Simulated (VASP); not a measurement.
# BePd (Pm-3m) in VASP: notebook

BePd is run at these levels: LDA; tasks: single point.

Program: VASP 6.6.1. These are calculated values, not measurements. Logs are shortened: lines on timing, memory, paths and dates and some standing lists are left out, and cuts for length are marked.

## 1. The cell of the first run

The structure is cubic, space group Pm-3m (No. 221). Conventional cell: a = 2.736 Å, b = 2.736 Å, c = 2.736 Å, α = 90.00°, β = 90.00°, γ = 90.00°. Within 3.1 Å of Be (site symmetry m-3m) lie 8 Pd at 2.37 Å and 6 Be at 2.74 Å. Pd (site symmetry m-3m) has 8 Be at 2.37 Å and 6 Pd at 2.74 Å within 3.1 Å.

## 2. Single point, LDA

Input file INCAR:

```
  ALGO = Normal
  EDIFF = 1E-6
  ENCUT = 520
  GGA = CA
  ISIF = 2
  ISMEAR = -1
  LASPH = True
  LCHARG = True
  LELF = True
  LREAL = False
  LVHAR = True
  LWAVE = False
  NBANDS = 13
  NELM = 80
  PREC = Accurate
  SIGMA = 0.2
```

Input file KPOINTS:

```
k-points
0
Gamma
  8 8 8
```

Input file POSCAR:

```
BePd
1.0
    2.7358923682      0.0000000000      0.0000000000
    0.0000000000      2.7358923682      0.0000000000
    0.0000000000      0.0000000000      2.7358923682
Be Pd
1 1
Direct
    0.0000000000      0.0000000000      0.0000000000
    0.5000000000      0.5000000000      0.5000000000
```

Potentials or basis: VASP PAW LDA potentials, release 64 (Be, Pd).

Command:

```bash
$ cat potpaw_LDA.64/Be/POTCAR potpaw_LDA.64/Pd/POTCAR > POTCAR
$ mpirun -np 1 vasp_std > vasp.out
```

OUTCAR:

```text
EDIFF = 1E-6
   ENCUT = 520
   GGA = CA
   ISIF = 2
   ISMEAR = -1
   LASPH = True
   LREAL = False
   NELM = 80
   PREC = Accurate

 ion  position               nearest neighbor table
   1  0.000  0.000  0.000-   2 2.37   2 2.37   2 2.37   2 2.37   2 2.37   2 2.37   2 2.37   2 2.37

   2  0.500  0.500  0.500-   1 2.37   1 2.37   1 2.37   1 2.37   1 2.37   1 2.37   1 2.37   1 2.37

  LATTYP: Found a simple cubic cell.
 ALAT       =     2.7358923682

  Lattice vectors:

 A1 = (   2.7358923682,   0.0000000000,   0.0000000000)
 A2 = (   0.0000000000,   2.7358923682,   0.0000000000)
 A3 = (   0.0000000000,   0.0000000000,   2.7358923682)

Analysis of symmetry for initial positions (statically):
=====================================================================
 Subroutine PRICEL returns:
 Original cell was already a primitive cell.

 Routine SETGRP: Setting up the symmetry group for a
 simple cubic supercell.

 Subroutine GETGRP returns: Found 48 space group operations
 (whereof 48 operations were pure point group operations)
 out of a pool of 48 trial point group operations.

The static configuration has the point symmetry O_h .

Analysis of symmetry for dynamics (positions and initial velocities):
=====================================================================
 Subroutine PRICEL returns:
 Original cell was already a primitive cell.

 Routine SETGRP: Setting up the symmetry group for a
 simple cubic supercell.

 Subroutine GETGRP returns: Found 48 space group operations
 (whereof 48 operations were pure point group operations)
 out of a pool of 48 trial point group operations.

The dynamic configuration has the point symmetry O_h .

 Subroutine INISYM returns: Found 48 space group operations
 (whereof 48 operations are pure point group operations),
 and found     1 'primitive' translations

----------------------------------------------------------------------------------------

                                     Primitive cell

  volume of cell :      20.4784

  direct lattice vectors                    reciprocal lattice vectors
     2.735892368  0.000000000  0.000000000     0.365511455  0.000000000  0.000000000
     0.000000000  2.735892368  0.000000000     0.000000000  0.365511455  0.000000000
     0.000000000  0.000000000  2.735892368     0.000000000  0.000000000  0.365511455

  length of vectors
     2.735892368  2.735892368  2.735892368     0.365511455  0.365511455  0.365511455

  position of ions in fractional coordinates (direct lattice)
     0.000000000  0.000000000  0.000000000
     0.500000000  0.500000000  0.500000000

  ion indices of the primitive-cell ions
   primitive index   ion index
                 1           1
                 2           2

----------------------------------------------------------------------------------------

 KPOINTS: k-points

Automatic generation of k-mesh.
 Grid dimensions read from file:
 generate k-points for:    8    8    8

 Generating k-lattice:

  Cartesian coordinates                     Fractional coordinates (reciprocal lattice)
     0.045688932  0.000000000  0.000000000     0.125000000  0.000000000  0.000000000
     0.000000000  0.045688932  0.000000000     0.000000000  0.125000000  0.000000000
     0.000000000  0.000000000  0.045688932     0.000000000  0.000000000  0.125000000

  Length of vectors
     0.045688932  0.045688932  0.045688932

  Shift w.r.t. Gamma in fractional coordinates (k-lattice)
     0.000000000  0.000000000  0.000000000

 Subroutine IBZKPT returns following result:
 ===========================================

 Found     35 irreducible k-points:

 Following reciprocal coordinates:
            Coordinates               Weight
  0.000000  0.000000  0.000000      1.000000
  0.125000  0.000000  0.000000      6.000000
  0.250000  0.000000  0.000000      6.000000
  0.375000  0.000000  0.000000      6.000000
  0.500000  0.000000  0.000000      3.000000
  0.125000  0.125000  0.000000     12.000000
[... 16 lines left out ...]
  0.375000  0.375000  0.125000     24.000000
  0.500000  0.375000  0.125000     24.000000
 [... further k-points ...]
   k-points           NKPTS =     35   k-points in BZ     NKDIM =     35   number of bands    NBANDS=     13
   number of dos      NEDOS =    301   number of ions     NIONS =      2
   total plane-waves  NPLWV =   8000
   dimension x,y,z NGX =    20 NGY =   20 NGZ =   20
   dimension x,y,z NGXF=    40 NGYF=   40 NGZF=   40
   ions per type =               1   1
   NGX,Y,Z   is equivalent  to a cutoff of  12.15, 12.15, 12.15 a.u.
   NGXF,Y,Z  is equivalent  to a cutoff of  24.31, 24.31, 24.31 a.u.
 SYSTEM =  unknown system
   PREC   = accura    normal or accurate (medium, high low for compatibility)
   ISTART =      0    job   : 0-new  1-cont  2-samecut
   ICHARG =      2    charge: 1-file 2-atom 10-const
   ISPIN  =      1    spin polarized calculation?
   LNONCOLLINEAR =      F non collinear calculations
   LSORBIT =      F    spin-orbit coupling
   LASPH  =      T    aspherical Exc in radial PAW
   ENCUT  =  520.0 eV  38.22 Ry    6.18 a.u.   5.09  5.09  5.09*2*pi/ulx,y,z
   NELM   =     80;   NELMIN=  2; NELMDL= -5     # of ELM steps
   EDIFF  = 0.1E-05   stopping-criterion for ELM
   LREAL  =      F    real-space projection
   EDIFFG = 0.1E-04   stopping-criterion for IOM
   NSW    =      0    number of steps for IOM
   IBRION =     -1    ionic relax: 0-MD 1-quasi-New 2-CG
   NFREE  =      0    steps in history (QN), initial steepest desc. (CG)
   ISIF   =      2    stress and relaxation
   ISYM   =      2    0-nonsym 1-usesym 2-fastsym
   POTIM  = 0.5000    time-step for ionic-motion
   TEBEG  =    0.0;   TEEND  =   0.0 temperature during run
   PSTRESS=    0.0 pullay stress
   NELECT =      12.0000    total number of electrons
   NUPDOWN=      -1.0000    fix difference up-down
   EMIN   =  10.00;   EMAX   =-10.00  energy-range for DOS
   EFERMI =   0.00;   METHOD = LEGACY
   ISMEAR =    -1;   SIGMA  =   0.20  broadening in eV -4-tet -1-fermi 0-gaus
   EFERMI_NEDOS =   21; number of points for ismear=-14 and -15
   IALGO  =     38    algorithm
   IMIX   =      4    mixing-type and parameters
     AMIX     =   0.40;   BMIX     =  1.00
     AMIX_MAG =   1.60;   BMIX_MAG =  1.00
  volume/ion in A,a.u.               =      10.24        69.10
  Fermi-wavevector in a.u.,A,eV,Ry     =   1.369944  2.588819 25.534698  1.876747
  Thomas-Fermi vector in A             =   2.495775
   LORBIT       =      0    0 simple, 1 ext, 2 COOP (PROOUT), +10 PAW based schemes
   GGA     = CA    functional components
   LHFCALC =     F    Hartree Fock is set to
   AEXX    =    0.0000 exact exchange contribution
   IVDW    =     0    specifies the selected vdW correction
   LEPSILON=     F    determine dielectric tensor
   LRPA    =     F    only Hartree local field effects (RPA)
 non-spin polarized calculation
  energy-cutoff  :      520.00
  volume of cell :       20.48
 maximum number of plane-waves:       568
   NGX = 11   NGY = 11   NGZ = 11

 number of electron      12.0000009 magnetization

 Free energy of the ion-electron system (eV)
  ---------------------------------------------------
  ext. energy  EPLUGINS =         0.00000000
  ---------------------------------------------------
  free energy    TOTEN  =       -11.97642052 eV

  energy without entropy =      -11.90806708  energy(sigma->0) =      -11.94224380

 E-fermi :  10.9361     XC(G=0): -13.0193

 val. band max:       10.8850613083   @ k =   0.5000   0.2500   0.0000
 cond. band min:      11.0294427327   @ k =   0.5000   0.1250   0.0000
 fundamental gap:      0.1443814244
 Fermi energy:        10.9361424579

 k-point     1 :       0.0000    0.0000    0.0000
  band No.  band energies     occupation
      1       0.7086      2.00000
      2       4.7363      2.00000
      3       4.7363      2.00000
      4       8.4901      1.99999
      5       8.4901      1.99999
      6       8.4901      1.99999
      7      16.3943      0.00000
      8      16.3943      0.00000
      9      16.3943      0.00000
     10      26.0393      0.00000
     11      26.0393      0.00000
     12      29.2547      0.00000
     13      34.9564      0.00000

 k-point     2 :       0.1250    0.0000    0.0000
  band No.  band energies     occupation
      1       1.0210      2.00000
      2       4.8114      2.00000
      3       4.9162      2.00000
      4       8.1596      2.00000
      5       8.1596      2.00000
      6       8.5139      1.99999
      7      15.3682      0.00000
      8      17.0106      0.00000
      9      17.0106      0.00000
     10      25.4080      0.00000
     11      26.9758      0.00000
     12      29.4347      0.00000
     13      34.1253      0.00000

 k-point     3 :       0.2500    0.0000    0.0000
  band No.  band energies     occupation
      1       1.8428      2.00000
      2       4.9994      2.00000
      3       5.3823      2.00000
      4       7.4816      2.00000
      5       7.4816      2.00000
      6       8.5719      1.99999
      7      13.3989      0.00001
      8      18.5454      0.00000
      9      18.5454      0.00000
     10      24.0837      0.00000
     11      27.5288      0.00000
     12      30.3162      0.00000
     13      30.8822      0.00000
[... 305 lines left out ...]
 k-point    23 :       0.3750    0.3750    0.1250
  band No.  band energies     occupation
      1       3.8764      2.00000
      2       5.3272      2.00000
      3       6.3178      2.00000
      4       6.5767      2.00000
      5       8.1508      2.00000
      6       8.7228      1.99997
      7      12.0202      0.00881
      8      17.2795      0.00000
      9      19.4908      0.00000
     10      19.6316      0.00000
     11      26.1172      0.00000
     12      26.8382      0.00000
     13      30.9868      0.00000

 k-point    24 :       0.5000    0.3750    0.1250
  band No.  band energies     occupation
      1       3.7497      2.00000
      2       5.5914      2.00000
      3       6.1607      2.00000
      4       6.5481      2.00000
      5       8.4174      1.99999
      6       9.9961      1.98197
      7      10.8800      1.13956
      8      17.9049      0.00000
      9      18.0848      0.00000
     10      19.5605      0.00000
     11      26.0091      0.00000
     12      26.2015      0.00000
     13      32.3777      0.00000

 [... further k-points ...]
[... 5 lines left out ...]
  --------------------------------------------------------------------------------------
  -------------------------------------------------------------------------------------
  Total        1.2924931      1.2924931      1.2924931      0.0000000      0.0000000     -0.0000000
  in kB      101.1210998    101.1210998    101.1210998      0.0000000      0.0000000     -0.0000000
  external PRESSURE =     101.1210998 kB  Pullay stress =       0.0000000 kB

 VOLUME and BASIS-vectors are now :
 -----------------------------------------------------------------------------
  energy-cutoff  :      520.00
  volume of cell :       20.48
      direct lattice vectors                 reciprocal lattice vectors
     2.735892368  0.000000000  0.000000000     0.365511455  0.000000000  0.000000000
     0.000000000  2.735892368  0.000000000     0.000000000  0.365511455  0.000000000
     0.000000000  0.000000000  2.735892368     0.000000000  0.000000000  0.365511455

 POSITION                                       TOTAL-FORCE (eV/Angst)
 -----------------------------------------------------------------------------------
      0.00000      0.00000      0.00000         0.000000      0.000000      0.000000
      1.36795      1.36795      1.36795         0.000000      0.000000      0.000000
 -----------------------------------------------------------------------------------
    total drift:                               -0.000000      0.000000     -0.000000

  FREE ENERGIE OF THE ION-ELECTRON SYSTEM (eV)
  ---------------------------------------------------
  free  energy   TOTEN  =       -11.9764205164 eV

  energy  without entropy=      -11.9080670826  energy(sigma->0) =      -11.94224380
```

Run time: 11 s. Hardware: 1 thread of Intel Xeon 8259CL, shared host; peak memory 0.12 GiB.

What came out:

- Free energy: -11.9764 eV
- Pressure: 10.1 GPa
- Band gap on the k mesh: zero (band 6 reaches 16.13 eV, above the bottom of band 7 at 9.67 eV)

Levels at points of the mesh, in eV from the Fermi level:
```tsv
k point	band 3	band 4	band 5	band 6	band 7	band 8	band 9	band 10
(0.00, 0.00, 0.00)	-6.20	-2.45	-2.45	-2.45	5.46	5.46	5.46	15.10
(0.50, 0.00, 0.00)	-4.87	-4.23	-4.23	-2.28	0.12	10.73	10.73	11.57
(0.50, 0.50, 0.00)	-3.62	-3.62	-2.10	-2.10	-1.26	6.06	6.86	8.96
(0.50, 0.50, 0.50)	-7.06	-1.18	-1.18	5.20	5.86	5.86	5.86	7.26
```

## 3. Single point, LDA

This run uses another cell than the first one, of 10.68 Å³/atom, 1.043 times its volume.

Input file INCAR:

```
PREC = Accurate ; ENCUT = 520
EDIFF = 1E-6 ; ISMEAR = -1
SIGMA = 0.2 ; LREAL = False
LASPH = True ; NELM = 80
ALGO = Normal ; ISIF = 2
LWAVE = False ; LCHARG = True
GGA = CA ; LELF = True
LVHAR = True ; NBANDS = 13
```

Input file KPOINTS:

```
regular mesh
0
Gamma
  8 8 8
```

Input file POSCAR:

```
BePd
1.0
    2.7749818260      0.0000000000      0.0000000000
    0.0000000000      2.7749818260      0.0000000000
    0.0000000000      0.0000000000      2.7749818260
Be Pd
1 1
Direct
    0.0000000000      0.0000000000      0.0000000000
    0.5000000000      0.5000000000      0.5000000000
```

Potentials or basis: VASP PAW LDA potentials, release 64 (Be, Pd).

Command:

```bash
$ cat potpaw_LDA.64/Be/POTCAR potpaw_LDA.64/Pd/POTCAR > POTCAR
$ mpirun -np 1 vasp_std > vasp.out
```

OUTCAR:

```text
PREC = Accurate
   ENCUT = 520
   EDIFF = 1E-6
   ISMEAR = -1
   LREAL = False
   LASPH = True
   NELM = 80
   ISIF = 2
   GGA = CA

 ion  position               nearest neighbor table
   1  0.000  0.000  0.000-   2 2.40   2 2.40   2 2.40   2 2.40   2 2.40   2 2.40   2 2.40   2 2.40

   2  0.500  0.500  0.500-   1 2.40   1 2.40   1 2.40   1 2.40   1 2.40   1 2.40   1 2.40   1 2.40

  LATTYP: Found a simple cubic cell.
 ALAT       =     2.7749818260

  Lattice vectors:

 A1 = (   2.7749818260,   0.0000000000,   0.0000000000)
 A2 = (   0.0000000000,   2.7749818260,   0.0000000000)
 A3 = (   0.0000000000,   0.0000000000,   2.7749818260)

Analysis of symmetry for initial positions (statically):
=====================================================================
 Subroutine PRICEL returns:
 Original cell was already a primitive cell.

 Routine SETGRP: Setting up the symmetry group for a
 simple cubic supercell.

 Subroutine GETGRP returns: Found 48 space group operations
 (whereof 48 operations were pure point group operations)
 out of a pool of 48 trial point group operations.

The static configuration has the point symmetry O_h .

Analysis of symmetry for dynamics (positions and initial velocities):
=====================================================================
 Subroutine PRICEL returns:
 Original cell was already a primitive cell.

 Routine SETGRP: Setting up the symmetry group for a
 simple cubic supercell.

 Subroutine GETGRP returns: Found 48 space group operations
 (whereof 48 operations were pure point group operations)
 out of a pool of 48 trial point group operations.

The dynamic configuration has the point symmetry O_h .

 Subroutine INISYM returns: Found 48 space group operations
 (whereof 48 operations are pure point group operations),
 and found     1 'primitive' translations

[... 115 lines left out ...]
  volume/ion in A,a.u.               =      10.68        72.10
  Fermi-wavevector in a.u.,A,eV,Ry     =   1.350647  2.552352 24.820381  1.824247
  Thomas-Fermi vector in A             =   2.478134
   LORBIT       =      0    0 simple, 1 ext, 2 COOP (PROOUT), +10 PAW based schemes
   GGA     = CA    functional components
   LHFCALC =     F    Hartree Fock is set to
   AEXX    =    0.0000 exact exchange contribution
   IVDW    =     0    specifies the selected vdW correction
   LEPSILON=     F    determine dielectric tensor
   LRPA    =     F    only Hartree local field effects (RPA)
 non-spin polarized calculation
  energy-cutoff  :      520.00
  volume of cell :       21.37
 maximum number of plane-waves:       592
 NGX is ok and might be reduce to    24
   NGX = 11   NGY = 11   NGZ = 11

 number of electron      12.0000004 magnetization

 Free energy of the ion-electron system (eV)
  ---------------------------------------------------
  ext. energy  EPLUGINS =         0.00000000
  ---------------------------------------------------
  free energy    TOTEN  =       -12.00496488 eV

  energy without entropy =      -11.93395968  energy(sigma->0) =      -11.96946228

 E-fermi :  10.2421     XC(G=0): -12.7948

 val. band max:       10.1978384932   @ k =   0.5000   0.3750   0.1250
 cond. band min:      10.3103520538   @ k =   0.5000   0.1250   0.0000
 fundamental gap:      0.1125135607
 Fermi energy:        10.2421254878

 k-point     1 :       0.0000    0.0000    0.0000
  band No.  band energies     occupation
      1       0.3701      2.00000
      2       4.3989      2.00000
      3       4.3989      2.00000
      4       7.9047      1.99998
      5       7.9047      1.99998
      6       7.9047      1.99998
      7      15.6664      0.00000
      8      15.6664      0.00000
      9      15.6664      0.00000
     10      25.0310      0.00000
     11      25.0310      0.00000
     12      27.7964      0.00000
     13      34.0697      0.00000
[... 354 lines left out ...]
  band No.  band energies     occupation
      1       3.4205      2.00000
      2       5.1843      2.00000
      3       5.7321      2.00000
      4       6.0971      2.00000
      5       7.8511      1.99999
      6       9.3958      1.97135
      7      10.1978      1.11027
      8      16.9152      0.00000
      9      17.1237      0.00000
     10      18.7342      0.00000
     11      24.9652      0.00000
     12      25.2114      0.00000
     13      31.2663      0.00000

 [... further k-points ...]
[... 5 lines left out ...]
  --------------------------------------------------------------------------------------
  -------------------------------------------------------------------------------------
  Total        0.0530760      0.0530760      0.0530760      0.0000000     -0.0000000      0.0000000
  in kB        3.9794971      3.9794971      3.9794971      0.0000000     -0.0000000      0.0000000
  external PRESSURE =       3.9794971 kB  Pullay stress =       0.0000000 kB

 VOLUME and BASIS-vectors are now :
 -----------------------------------------------------------------------------
  energy-cutoff  :      520.00
  volume of cell :       21.37
      direct lattice vectors                 reciprocal lattice vectors
     2.774981826  0.000000000  0.000000000     0.360362720  0.000000000  0.000000000
     0.000000000  2.774981826  0.000000000     0.000000000  0.360362720  0.000000000
     0.000000000  0.000000000  2.774981826     0.000000000  0.000000000  0.360362720

 POSITION                                       TOTAL-FORCE (eV/Angst)
 -----------------------------------------------------------------------------------
      0.00000      0.00000      0.00000         0.000000      0.000000      0.000000
      1.38749      1.38749      1.38749         0.000000      0.000000      0.000000
 -----------------------------------------------------------------------------------
    total drift:                                0.000000     -0.000000     -0.000000

  FREE ENERGIE OF THE ION-ELECTRON SYSTEM (eV)
  ---------------------------------------------------
  free  energy   TOTEN  =       -12.0049648839 eV

  energy  without entropy=      -11.9339596779  energy(sigma->0) =      -11.96946228
```

stdout:

```text
POSCAR found type information on POSCAR BePd
 POSCAR found :  2 types and       2 ions
 scaLAPACK will be used
 LDA part: xc-table for (Slater(with rela. corr.)+CA(PZ))
 , standard interpolation
 POSCAR, INCAR and KPOINTS ok, starting setup
 FFT: planning ... GRIDC
 FFT: planning ... GRID_SOFT
 FFT: planning ... GRID
 WAVECAR not read
 entering main loop
```

Wall time 14 s (1 thread of Intel Xeon 8259CL, shared host); peak memory 0.13 GiB.

Results:

```
Free energy            : -12.0050 eV
Pressure               : 0.4 GPa
Band gap on the k mesh : zero (band 6 reaches 15.28 eV, above the bottom of band 7 at 9.01 eV)
```

(Continued in part 2 of 2.)
